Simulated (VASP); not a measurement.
# LiF (F-43m) in VASP: G0W0 quasiparticle levels with PBE

Aim: the G0W0 quasiparticle levels of LiF with PBE.

Program: VASP 6.6.1. These are calculated values, not measurements. Logs are shortened: lines on timing, memory, paths and dates and some standing lists are left out, and cuts for length are marked.

### Step 1. The cell of the first run

Symmetry: F-43m, No. 216, cubic system. Conventional cell: a = 4.289 Å, b = 4.289 Å, c = 4.289 Å, α = 90.00°, β = 90.00°, γ = 90.00°. Li (site symmetry -43m) has 4 F at 1.86 Å within 2.5 Å. F (site symmetry -43m) has 4 Li at 1.86 Å within 2.5 Å.

### Step 2. G0W0 quasiparticle levels, PBE

Input file POSCAR:

```
LiF
1.0
    0.0000000000      2.1446105472      2.1446105472
    2.1446105472      0.0000000000      2.1446105472
    2.1446105472      2.1446105472      0.0000000000
Li F
1 1
Direct
    0.0000000000      0.0000000000      0.0000000000
    0.2500000000      0.2500000000      0.2500000000
```

Input file INCAR.step1:

```
SYSTEM = LiF
PREC = Accurate
ENCUT = 500
EDIFF = 1E-8
ISMEAR = 0
SIGMA = 0.01
LREAL = .False.
LASPH = .True.
NELM = 80
ALGO = Normal
LWAVE = .True.
LCHARG = .False.
GGA = PE
```

Input file INCAR.step2:

```
SYSTEM = LiF
PREC = Accurate
ENCUT = 500
EDIFF = 1E-8
ISMEAR = 0
SIGMA = 0.01
LREAL = .False.
LASPH = .True.
NELM = 1
ALGO = Exact
LWAVE = .True.
LCHARG = .False.
GGA = PE
NBANDS = 140
LOPTICS = .True.
ISTART = 1
```

Input file INCAR.step3:

```
SYSTEM = LiF
PREC = Accurate
ENCUT = 500
EDIFF = 1E-8
ISMEAR = 0
SIGMA = 0.01
LREAL = .False.
LASPH = .True.
ALGO = EVGW0
LWAVE = .False.
LCHARG = .False.
GGA = PE
NELMGW = 1
NBANDS = 140
ENCUTGW = 200
NOMEGA = 96
PRECFOCK = Fast
ISTART = 1
NBANDSGW = 12
OMEGAMAX = 20
```

Input file KPOINTS:

```
regular mesh
0
Gamma
  6 6 6
  0 0 0
```

Potentials or basis: VASP PAW PBE potentials, release 64 (Li_GW, F_GW).

Run with:

```bash
$ cat potpaw_PBE.64/Li_GW/POTCAR potpaw_PBE.64/F_GW/POTCAR > POTCAR
$ cp INCAR.step1 INCAR
$ mpirun -np 1 vasp_std > vasp.out
$ cp INCAR.step2 INCAR
$ mpirun -np 1 vasp_std > vasp.out
$ cp INCAR.step3 INCAR
$ mpirun -np 1 vasp_std > vasp.out
```

OUTCAR:

```text
SYSTEM = LiF
   PREC = Accurate
   ENCUT = 500
   EDIFF = 1E-8
   ISMEAR = 0
   LREAL = .False.
   LASPH = .True.
   GGA = PE
   NELMGW = 1
   ENCUTGW = 200
   PRECFOCK = Fast
   ISTART = 1

 ion  position               nearest neighbor table
   1  0.000  0.000  0.000-   2 1.86   2 1.86   2 1.86   2 1.86
   2  0.250  0.250  0.250-   1 1.86   1 1.86   1 1.86   1 1.86

  LATTYP: Found a face centered cubic cell.
 ALAT       =     4.2892210944

  Lattice vectors:

 A1 = (   0.0000000000,   2.1446105472,   2.1446105472)
 A2 = (   2.1446105472,   0.0000000000,   2.1446105472)
 A3 = (   2.1446105472,   2.1446105472,   0.0000000000)

Analysis of symmetry for initial positions (statically):
=====================================================================
 Subroutine PRICEL returns:
 Original cell was already a primitive cell.

 Routine SETGRP: Setting up the symmetry group for a
 face centered cubic supercell.

 Subroutine GETGRP returns: Found 24 space group operations
 (whereof 24 operations were pure point group operations)
 out of a pool of 48 trial point group operations.

The static configuration has the point symmetry T_d .

Analysis of symmetry for dynamics (positions and initial velocities):
=====================================================================
 Subroutine PRICEL returns:
 Original cell was already a primitive cell.

 Routine SETGRP: Setting up the symmetry group for a
 face centered cubic supercell.

 Subroutine GETGRP returns: Found 24 space group operations
 (whereof 24 operations were pure point group operations)
 out of a pool of 48 trial point group operations.

The dynamic configuration has the point symmetry T_d .

 Subroutine INISYM returns: Found 24 space group operations
 (whereof 24 operations are pure point group operations),
 and found     1 'primitive' translations

----------------------------------------------------------------------------------------

                                     Primitive cell

  volume of cell :      19.7276

  direct lattice vectors                    reciprocal lattice vectors
     0.000000000  2.144610547  2.144610547    -0.233142563  0.233142563  0.233142563
     2.144610547  0.000000000  2.144610547     0.233142563 -0.233142563  0.233142563
     2.144610547  2.144610547  0.000000000     0.233142563  0.233142563 -0.233142563

  length of vectors
     3.032937322  3.032937322  3.032937322     0.403814765  0.403814765  0.403814765

  position of ions in fractional coordinates (direct lattice)
     0.000000000  0.000000000  0.000000000
     0.250000000  0.250000000  0.250000000

  ion indices of the primitive-cell ions
   primitive index   ion index
                 1           1
                 2           2

----------------------------------------------------------------------------------------

 KPOINTS: regular mesh

Automatic generation of k-mesh.
 Grid dimensions read from file:
 generate k-points for:    6    6    6

 Generating k-lattice:

  Cartesian coordinates                     Fractional coordinates (reciprocal lattice)
    -0.038857094  0.038857094  0.038857094     0.166666667  0.000000000  0.000000000
     0.038857094 -0.038857094  0.038857094     0.000000000  0.166666667  0.000000000
     0.038857094  0.038857094 -0.038857094     0.000000000  0.000000000  0.166666667

  Length of vectors
     0.067302461  0.067302461  0.067302461

  Shift w.r.t. Gamma in fractional coordinates (k-lattice)
     0.000000000  0.000000000  0.000000000

 Subroutine IBZKPT returns following result:
 ===========================================

 Found     16 irreducible k-points:

 Following reciprocal coordinates:
            Coordinates               Weight
  0.000000  0.000000  0.000000      1.000000
  0.166667  0.000000  0.000000      8.000000
  0.333333  0.000000  0.000000      8.000000
  0.500000  0.000000  0.000000      4.000000
  0.166667  0.166667  0.000000      6.000000
  0.333333  0.166667  0.000000     24.000000
[... 8 lines left out ...]
 -0.333333  0.333333  0.166667     24.000000
 -0.333333  0.500000  0.166667     12.000000
   k-points           NKPTS =     16   k-points in BZ     NKDIM =    216   number of bands    NBANDS=    140
   number of dos      NEDOS =    301   number of ions     NIONS =      2
   total plane-waves  NPLWV =  13824
   dimension x,y,z NGX =    24 NGY =   24 NGZ =   24
   dimension x,y,z NGXF=    48 NGYF=   48 NGZF=   48
   ions per type =               1   1
   NGX,Y,Z   is equivalent  to a cutoff of  13.16, 13.16, 13.16 a.u.
   NGXF,Y,Z  is equivalent  to a cutoff of  26.31, 26.31, 26.31 a.u.
 SYSTEM =  LiF
   PREC   = accura    normal or accurate (medium, high low for compatibility)
   ISTART =      1    job   : 0-new  1-cont  2-samecut
   ICHARG =      0    charge: 1-file 2-atom 10-const
   ISPIN  =      1    spin polarized calculation?
   LNONCOLLINEAR =      F non collinear calculations
   LSORBIT =      F    spin-orbit coupling
   LASPH  =      T    aspherical Exc in radial PAW
   ENCUT  =  500.0 eV  36.75 Ry    6.06 a.u.   5.53  5.53  5.53*2*pi/ulx,y,z
   NELM   =     60;   NELMIN=  2; NELMDL=  0     # of ELM steps
   EDIFF  = 0.1E-07   stopping-criterion for ELM
   LREAL  =      F    real-space projection
   EDIFFG = 0.1E-06   stopping-criterion for IOM
   NSW    =      0    number of steps for IOM
   IBRION =     -1    ionic relax: 0-MD 1-quasi-New 2-CG
   NFREE  =      0    steps in history (QN), initial steepest desc. (CG)
   ISIF   =      0    stress and relaxation
   ISYM   =      3    0-nonsym 1-usesym 2-fastsym
   POTIM  = 0.5000    time-step for ionic-motion
   TEBEG  =    0.0;   TEEND  =   0.0 temperature during run
   PSTRESS=    0.0 pullay stress
   NELECT =       8.0000    total number of electrons
   NUPDOWN=      -1.0000    fix difference up-down
   EMIN   =  10.00;   EMAX   =-10.00  energy-range for DOS
   EFERMI =   0.00;   METHOD = LEGACY
   ISMEAR =     0;   SIGMA  =   0.01  broadening in eV -4-tet -1-fermi 0-gaus
   EFERMI_NEDOS =   21; number of points for ismear=-14 and -15
   IALGO  =     38    algorithm
   IMIX   =      4    mixing-type and parameters
     AMIX     =   0.40;   BMIX     =  1.00
     AMIX_MAG =   1.60;   BMIX_MAG =  1.00
  volume/ion in A,a.u.               =       9.86        66.56
  Fermi-wavevector in a.u.,A,eV,Ry     =   1.211750  2.289876 19.977955  1.468338
  Thomas-Fermi vector in A             =   2.347256
   LORBIT       =      0    0 simple, 1 ext, 2 COOP (PROOUT), +10 PAW based schemes
   GGA     = PE    functional components
   LHFCALC =     T    Hartree Fock is set to
   PRECFOCK=fast      Normal, Fast or Accurate (Low or Medium for compatibility)
   ENCUT4O =  -1.0   cutoff for four orbital integrals eV
   NKREDX  =     1    reduce k-point grid by
   NKREDY  =     1    reduce k-point grid by
   NKREDZ  =     1    reduce k-point grid by
   AEXX    =    1.0000 exact exchange contribution
   HFSCREEN=    0.0000 screening length (either q_TF or 0.3 A-1)
   HFSCREENC=   0.0000 screening length for correlation (either q_TF or 0.3 A-1)
   ENCUTFOCK=  -1.0 apply spherical cutoff to Coloumb kernel
   IVDW    =     0    specifies the selected vdW correction
   LEPSILON=     F    determine dielectric tensor
   LRPA    =     F    only Hartree local field effects (RPA)
   LRPAFORCE           =     F    calculate RPA forces
   ENCUTGW             = 200.0    cutoff for response function in eV
   ENCUTGWSOFT         = 160.0    soft cutoff for Coulomb kernel in GW response function in eV
   ENCUTLF             =  -1.0    cutoff for local field effects
   NELMGW              =     1    number of iterations in solving QP/BSE equation
   NELMHF              =     1    number of iterations in the inner HF iteration
   NKREDLFX            =     1    NKREDLFY  =   1   NKREDLFZ  =   1
 non-spin polarized calculation
 Gauss-broadening in eV      SIGMA  =   0.01
  energy-cutoff  :      500.00
  volume of cell :       19.73
 maximum number of plane-waves:       531
 NGX is ok and might be reduce to    24
  NGX = 14; NGY = 14; NGZ = 14
   NGX = 11   NGY = 11   NGZ = 11
 maximum number of plane-waves:       138

 QP shifts <psi_nk| G(iteration)W_0 |psi_nk>: iteration 1
 for sc-GW calculations column KS-energies equals QP-energies in previous step
 and V_xc(KS)=  KS-energies - (<T + V_ion + V_H > + <T+V_H+V_ion>^1  + <V_x>^1)

 k-point   1 :       0.0000    0.0000    0.0000
  band No.  KS-energies  QP-energies   sigma(KS)   V_xc(KS)     V^pw_x(r,r')   Z            occupation Imag(sigma)

      1     -23.7349     -27.7428     -28.3330     -22.6315     -36.7960       0.7029       2.0000       0.8076
      2      -4.3577      -7.3071     -26.1883     -22.5545     -30.4414       0.8117       2.0000       0.0459
      3      -4.3577      -7.3071     -26.1883     -22.5545     -30.4414       0.8117       2.0000       0.0459
      4      -4.3577      -7.3071     -26.1883     -22.5545     -30.4414       0.8117       2.0000       0.0459
      5       3.5662       4.9928      -6.7423      -8.3397      -4.0985       0.8930       0.0000      -0.0291
      6      15.1401      17.4685      -5.1397      -7.7703      -1.9446       0.8851       0.0000      -0.0466
      7      15.1401      17.4685      -5.1397      -7.7703      -1.9446       0.8851       0.0000      -0.0466
      8      15.1401      17.4685      -5.1397      -7.7703      -1.9446       0.8851       0.0000      -0.0466
      9      23.8560      25.2893      -5.4825      -7.0319      -1.5673       0.9251       0.0000      -0.5767
     10      23.8560      25.2893      -5.4825      -7.0319      -1.5673       0.9251       0.0000      -0.5767
     11      23.8560      25.2893      -5.4825      -7.0319      -1.5673       0.9251       0.0000      -0.5767
     12      25.0755      27.1029      -6.1753      -8.5478      -2.5140       0.8546       0.0000      -0.3607

 k-point   2 :       0.1667    0.0000    0.0000
  band No.  KS-energies  QP-energies   sigma(KS)   V_xc(KS)     V^pw_x(r,r')   Z            occupation Imag(sigma)
[... 225 lines left out ...]
      1     -23.4465     -27.2535     -28.8546     -23.1521     -37.2699       0.6676       2.0000       0.7041
      2      -5.8040      -9.0446     -23.9509     -19.9243     -28.0493       0.8048       2.0000       0.0483
      3      -5.2840      -8.3990     -24.5747     -20.7119     -28.6944       0.8064       2.0000       0.0450
      4      -5.1311      -8.2663     -25.0320     -21.1383     -29.2203       0.8052       2.0000       0.0455
      5       7.3056       8.8650      -6.2384      -7.9972      -3.5021       0.8866       0.0000      -0.0331
      6      11.3484      13.3384      -8.3969     -10.6996      -5.4338       0.8642       0.0000      -0.0431
      7      13.1697      15.3904      -6.6528      -9.2228      -3.3748       0.8640       0.0000      -0.0532
      8      15.7564      18.0522      -8.0615     -10.8261      -4.5933       0.8304       0.0000      -0.0966
      9      18.1652      20.4719      -5.6784      -8.3230      -2.2484       0.8722       0.0000      -0.0931
     10      24.5886      27.1879      -6.8415      -9.7650      -2.9997       0.8891       0.0000      -0.4581
     11      25.8709      27.7698      -5.7444      -7.9862      -1.9340       0.8470       0.0000      -0.3995
     12      29.0432      31.8201      -6.3632      -9.3820      -2.7098       0.9199       0.0000      -0.5355
```

It took 2.6 min on 1 thread of Intel Xeon 6975P-C (Granite Rapids), shared host; peak memory 0.53 GiB.

What came out:

```yaml
Quasiparticle_gap: 12.30 eV
Least_direct_quasiparticle_gap: 12.30 eV
Band_gap_of_the_starting_levels_on_the_mesh: 7.92 eV
Least_direct_gap_of_the_starting_levels_on_the_mesh: 7.92 eV
```

Caveat: the k points lie up to 0.42 Å⁻¹ apart; bands, screening cutoff and mesh are small and nothing is extrapolated, so the quasiparticle values aren't converged; the structure was generated, so it needn't be the stable form of LiF.
